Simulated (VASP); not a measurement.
# TaN (Fm-3m) in VASP: single point with PBEsol

Aim: the single point of TaN with PBEsol.

Everything below comes from runs of VASP 6.6.1. Logs are shortened: lines on timing, memory, paths and dates and some standing lists are left out, and cuts for length are marked.

## (1) The cell of the first run

Symmetry: Fm-3m, No. 225, cubic system. The conventional cell has a = 4.358 Å, b = 4.358 Å, c = 4.358 Å, α = 90.00°, β = 90.00°, γ = 90.00°. Within 2.9 Å of Ta (site symmetry m-3m) lie 6 N at 2.18 Å. Within 2.9 Å of N (site symmetry m-3m) lie 6 Ta at 2.18 Å.

## (2) Single point, PBEsol

Contents of INCAR:

```
ALGO     = Normal         # electronic algorithm
EDIFF    = 1E-6           # SCF threshold, eV
ENCUT    = 700            # plane-wave cutoff, eV
GGA      = PS             # functional
GGA_COMPAT= False        
ISIF     = 2              # what is computed and relaxed
ISMEAR   = -1             # smearing method
LASPH    = True           # aspherical terms in the spheres
LCHARG   = False          # write CHGCAR
LREAL    = False          # projectors in reciprocal space
LWAVE    = False          # write WAVECAR
NBANDS   = 16             # bands
NELM     = 120            # most SCF steps
PREC     = Accurate       # precision mode
SIGMA    = 0.1            # smearing width, eV
```

Contents of KPOINTS:

```
k-points
0
Gamma
  13 13 13
```

Contents of POSCAR:

```
TaN
1.0
    0.0000000000      2.1790000000      2.1790000000
    2.1790000000      0.0000000000      2.1790000000
    2.1790000000      2.1790000000      0.0000000000
Ta N
1 1
Direct
    0.5000000000      0.5000000000      0.5000000000
    0.0000000000      0.0000000000      0.0000000000
```

Potentials or basis: VASP PAW PBE potentials, release 64 (Ta_sv_GW, N).

Started as:

```console
> cat potpaw_PBE.64/Ta_sv_GW/POTCAR potpaw_PBE.64/N/POTCAR > POTCAR
> mpirun -np 1 vasp_std > vasp.out
```

OUTCAR:

```text
EDIFF = 1E-6
   ENCUT = 700
   GGA = PS
   ISIF = 2
   ISMEAR = -1
   LASPH = True
   LREAL = False
   NELM = 120
   PREC = Accurate

 ion  position               nearest neighbor table
   1  0.500  0.500  0.500-   2 2.18   2 2.18   2 2.18   2 2.18   2 2.18   2 2.18
   2  0.000  0.000  0.000-   1 2.18   1 2.18   1 2.18   1 2.18   1 2.18   1 2.18

  LATTYP: Found a face centered cubic cell.
 ALAT       =     4.3580000000

  Lattice vectors:

 A1 = (   0.0000000000,   2.1790000000,   2.1790000000)
 A2 = (   2.1790000000,   0.0000000000,   2.1790000000)
 A3 = (   2.1790000000,   2.1790000000,   0.0000000000)

Analysis of symmetry for initial positions (statically):
=====================================================================
 Subroutine PRICEL returns:
 Original cell was already a primitive cell.

 Routine SETGRP: Setting up the symmetry group for a
 face centered cubic supercell.

 Subroutine GETGRP returns: Found 48 space group operations
 (whereof 48 operations were pure point group operations)
 out of a pool of 48 trial point group operations.

The static configuration has the point symmetry O_h .

Analysis of symmetry for dynamics (positions and initial velocities):
=====================================================================
 Subroutine PRICEL returns:
 Original cell was already a primitive cell.

 Routine SETGRP: Setting up the symmetry group for a
 face centered cubic supercell.

 Subroutine GETGRP returns: Found 48 space group operations
 (whereof 48 operations were pure point group operations)
 out of a pool of 48 trial point group operations.

The dynamic configuration has the point symmetry O_h .

 Subroutine INISYM returns: Found 48 space group operations
 (whereof 48 operations are pure point group operations),
 and found     1 'primitive' translations

----------------------------------------------------------------------------------------

                                     Primitive cell

  volume of cell :      20.6920

  direct lattice vectors                    reciprocal lattice vectors
     0.000000000  2.179000000  2.179000000    -0.229463056  0.229463056  0.229463056
     2.179000000  0.000000000  2.179000000     0.229463056 -0.229463056  0.229463056
     2.179000000  2.179000000  0.000000000     0.229463056  0.229463056 -0.229463056

  length of vectors
     3.081571352  3.081571352  3.081571352     0.397441672  0.397441672  0.397441672

  position of ions in fractional coordinates (direct lattice)
     0.500000000  0.500000000  0.500000000
     0.000000000  0.000000000  0.000000000

  ion indices of the primitive-cell ions
   primitive index   ion index
                 1           1
                 2           2

----------------------------------------------------------------------------------------

 KPOINTS: k-points

Automatic generation of k-mesh.
 Grid dimensions read from file:
 generate k-points for:   13   13   13

 Generating k-lattice:

  Cartesian coordinates                     Fractional coordinates (reciprocal lattice)
    -0.017651004  0.017651004  0.017651004     0.076923077  0.000000000  0.000000000
     0.017651004 -0.017651004  0.017651004     0.000000000  0.076923077  0.000000000
     0.017651004  0.017651004 -0.017651004     0.000000000  0.000000000  0.076923077

  Length of vectors
     0.030572436  0.030572436  0.030572436

  Shift w.r.t. Gamma in fractional coordinates (k-lattice)
     0.000000000  0.000000000  0.000000000

 Subroutine IBZKPT returns following result:
 ===========================================

 Found     84 irreducible k-points:

 Following reciprocal coordinates:
            Coordinates               Weight
  0.000000  0.000000  0.000000      1.000000
  0.076923  0.000000  0.000000      8.000000
  0.153846  0.000000  0.000000      8.000000
  0.230769  0.000000  0.000000      8.000000
  0.307692  0.000000  0.000000      8.000000
  0.384615  0.000000  0.000000      8.000000
[... 16 lines left out ...]
  0.384615  0.153846  0.000000     24.000000
  0.461538  0.153846  0.000000     24.000000
 [... further k-points ...]
   k-points           NKPTS =     84   k-points in BZ     NKDIM =     84   number of bands    NBANDS=     16
   number of dos      NEDOS =    301   number of ions     NIONS =      2
   total plane-waves  NPLWV =  21952
   dimension x,y,z NGX =    28 NGY =   28 NGZ =   28
   dimension x,y,z NGXF=    56 NGYF=   56 NGZF=   56
   ions per type =               1   1
   NGX,Y,Z   is equivalent  to a cutoff of  15.11, 15.11, 15.11 a.u.
   NGXF,Y,Z  is equivalent  to a cutoff of  30.21, 30.21, 30.21 a.u.
 SYSTEM =  unknown system
   PREC   = accura    normal or accurate (medium, high low for compatibility)
   ISTART =      0    job   : 0-new  1-cont  2-samecut
   ICHARG =      2    charge: 1-file 2-atom 10-const
   ISPIN  =      1    spin polarized calculation?
   LNONCOLLINEAR =      F non collinear calculations
   LSORBIT =      F    spin-orbit coupling
   LASPH  =      T    aspherical Exc in radial PAW
   ENCUT  =  700.0 eV  51.45 Ry    7.17 a.u.   6.65  6.65  6.65*2*pi/ulx,y,z
   NELM   =    120;   NELMIN=  2; NELMDL= -5     # of ELM steps
   EDIFF  = 0.1E-05   stopping-criterion for ELM
   LREAL  =      F    real-space projection
   EDIFFG = 0.1E-04   stopping-criterion for IOM
   NSW    =      0    number of steps for IOM
   IBRION =     -1    ionic relax: 0-MD 1-quasi-New 2-CG
   NFREE  =      0    steps in history (QN), initial steepest desc. (CG)
   ISIF   =      2    stress and relaxation
   ISYM   =      2    0-nonsym 1-usesym 2-fastsym
   POTIM  = 0.5000    time-step for ionic-motion
   TEBEG  =    0.0;   TEEND  =   0.0 temperature during run
   PSTRESS=    0.0 pullay stress
   NELECT =      18.0000    total number of electrons
   NUPDOWN=      -1.0000    fix difference up-down
   EMIN   =  10.00;   EMAX   =-10.00  energy-range for DOS
   EFERMI =   0.00;   METHOD = LEGACY
   ISMEAR =    -1;   SIGMA  =   0.10  broadening in eV -4-tet -1-fermi 0-gaus
   EFERMI_NEDOS =   21; number of points for ismear=-14 and -15
   IALGO  =     38    algorithm
   IMIX   =      4    mixing-type and parameters
     AMIX     =   0.40;   BMIX     =  1.00
     AMIX_MAG =   1.60;   BMIX_MAG =  1.00
  volume/ion in A,a.u.               =      10.35        69.82
  Fermi-wavevector in a.u.,A,eV,Ry     =   1.562782  2.953230 33.229345  2.442288
  Thomas-Fermi vector in A             =   2.665650
   LORBIT       =      0    0 simple, 1 ext, 2 COOP (PROOUT), +10 PAW based schemes
   GGA     = PS    functional components
   LHFCALC =     F    Hartree Fock is set to
   AEXX    =    0.0000 exact exchange contribution
   IVDW    =     0    specifies the selected vdW correction
   LEPSILON=     F    determine dielectric tensor
   LRPA    =     F    only Hartree local field effects (RPA)
 non-spin polarized calculation
  energy-cutoff  :      700.00
  volume of cell :       20.69
 maximum number of plane-waves:       893
   NGX = 13   NGY = 13   NGZ = 13

 number of electron      17.9999999 magnetization

 Free energy of the ion-electron system (eV)
  ---------------------------------------------------
  ext. energy  EPLUGINS =         0.00000000
  ---------------------------------------------------
  free energy    TOTEN  =       -25.77518889 eV

  energy without entropy =      -25.75316507  energy(sigma->0) =      -25.76417698

 E-fermi :  14.0855     XC(G=0): -14.1188

 val. band max:       13.9759344152   @ k =   0.2308   0.1538   0.0769
 cond. band min:      14.1103141567   @ k =   0.0000   0.0000   0.0000
 fundamental gap:      0.1343797414
 Fermi energy:        14.0855326568

 k-point     1 :       0.0000    0.0000    0.0000
  band No.  band energies     occupation
      1     -55.3883      2.00000
      2     -21.5616      2.00000
      3     -21.5616      2.00000
      4     -21.5616      2.00000
      5      -4.9459      2.00000
      6      10.1952      2.00000
[... 8 lines left out ...]
     15      23.2052      0.00000
     16      38.7431      0.00000

 k-point     2 :       0.0769    0.0000    0.0000
  band No.  band energies     occupation
      1     -55.3846      2.00000
      2     -21.6210      2.00000
      3     -21.5669      2.00000
      4     -21.5669      2.00000
      5      -4.7937      2.00000
      6       9.4484      2.00000
[... 8 lines left out ...]
     15      23.6606      0.00000
     16      36.6109      0.00000

 k-point     3 :       0.1538    0.0000    0.0000
  band No.  band energies     occupation
      1     -55.3744      2.00000
      2     -21.7822      2.00000
      3     -21.5815      2.00000
      4     -21.5815      2.00000
      5      -4.3626      2.00000
      6       8.0667      2.00000
[... 8 lines left out ...]
     15      24.8709      0.00000
     16      33.8141      0.00000

 k-point     4 :       0.2308    0.0000    0.0000
  band No.  band energies     occupation
      1     -55.3599      2.00000
      2     -22.0015      2.00000
      3     -21.6019      2.00000
      4     -21.6019      2.00000
      5      -3.7218      2.00000
      6       6.6142      2.00000
[... 8 lines left out ...]
     15      26.2378      0.00000
     16      31.7641      0.00000

 k-point     5 :       0.3077    0.0000    0.0000
  band No.  band energies     occupation
      1     -55.3446      2.00000
      2     -22.2254      2.00000
      3     -21.6234      2.00000
      4     -21.6234      2.00000
      5      -2.9734      2.00000
      6       5.2783      2.00000
[... 8 lines left out ...]
     15      26.4644      0.00000
     16      30.0375      0.00000

 k-point     6 :       0.3846    0.0000    0.0000
  band No.  band energies     occupation
      1     -55.3318      2.00000
      2     -22.4046      2.00000
      3     -21.6411      2.00000
      4     -21.6411      2.00000
      5      -2.2565      2.00000
      6       4.1917      2.00000
[... 8 lines left out ...]
     15      26.0758      0.00000
     16      27.8306      0.00000
[... 267 lines left out ...]
 k-point    21 :       0.2308    0.1538    0.0000
  band No.  band energies     occupation
      1     -55.3589      2.00000
      2     -21.9054      2.00000
      3     -21.6624      2.00000
      4     -21.6526      2.00000
      5      -3.8653      2.00000
      6       6.3186      2.00000
[... 8 lines left out ...]
     15      26.6277      0.00000
     16      31.3171      0.00000

 k-point    22 :       0.3077    0.1538    0.0000
  band No.  band energies     occupation
      1     -55.3452      2.00000
      2     -22.0895      2.00000
      3     -21.6893      2.00000
      4     -21.6783      2.00000
      5      -3.3591      2.00000
      6       5.6359      2.00000
[... 8 lines left out ...]
     15      27.2214      0.00000
     16      29.5248      0.00000

 k-point    23 :       0.3846    0.1538    0.0000
  band No.  band energies     occupation
      1     -55.3319      2.00000
      2     -22.2628      2.00000
      3     -21.7150      2.00000
      4     -21.7052      2.00000
      5      -2.8225      2.00000
      6       5.0216      2.00000
[... 8 lines left out ...]
     15      25.8956      0.00000
     16      28.5704      0.00000

 k-point    24 :       0.4615    0.1538    0.0000
  band No.  band energies     occupation
      1     -55.3220      2.00000
      2     -22.3867      2.00000
      3     -21.7553      2.00000
      4     -21.7068      2.00000
      5      -2.3665      2.00000
      6       4.4869      2.00000
[... 8 lines left out ...]
     15      24.9039      0.00000
     16      27.4372      0.00000

 [... further k-points ...]
[... 5 lines left out ...]
  --------------------------------------------------------------------------------------
  -------------------------------------------------------------------------------------
  Total        0.5844041      0.5844041      0.5844041     -0.0000000      0.0000000     -0.0000000
  in kB       45.2503709     45.2503709     45.2503709     -0.0000000      0.0000000     -0.0000000
  external PRESSURE =      45.2503709 kB  Pullay stress =       0.0000000 kB

 VOLUME and BASIS-vectors are now :
 -----------------------------------------------------------------------------
  energy-cutoff  :      700.00
  volume of cell :       20.69
      direct lattice vectors                 reciprocal lattice vectors
     0.000000000  2.179000000  2.179000000    -0.229463056  0.229463056  0.229463056
     2.179000000  0.000000000  2.179000000     0.229463056 -0.229463056  0.229463056
     2.179000000  2.179000000  0.000000000     0.229463056  0.229463056 -0.229463056

 POSITION                                       TOTAL-FORCE (eV/Angst)
 -----------------------------------------------------------------------------------
      2.17900      2.17900      2.17900        -0.000000      0.000000      0.000000
      0.00000      0.00000      0.00000         0.000000     -0.000000     -0.000000
 -----------------------------------------------------------------------------------
    total drift:                                0.000000      0.000000      0.000000

  FREE ENERGIE OF THE ION-ELECTRON SYSTEM (eV)
  ---------------------------------------------------
  free  energy   TOTEN  =       -25.7751888921 eV

  energy  without entropy=      -25.7531650720  energy(sigma->0) =      -25.76417698
```

Run time: 25 s. Hardware: 1 thread of Intel Xeon Platinum 8559C (Emerald Rapids), shared host; peak memory 0.2 GiB.

What came out:

```
Free energy            : -25.7752 eV
Pressure               : 4.5 GPa
Band gap on the k mesh : zero (bands 9 and 10 overlap by 4.03 eV)
```

Caveat: the cell stands under pressure; the PAW data sets were made with another functional, which shifts forces and pressure a little; spin-orbit coupling is left out, which moves the levels of the heavy elements.

The gap in the log of VASP goes by the Fermi energy; the results here count the filled bands.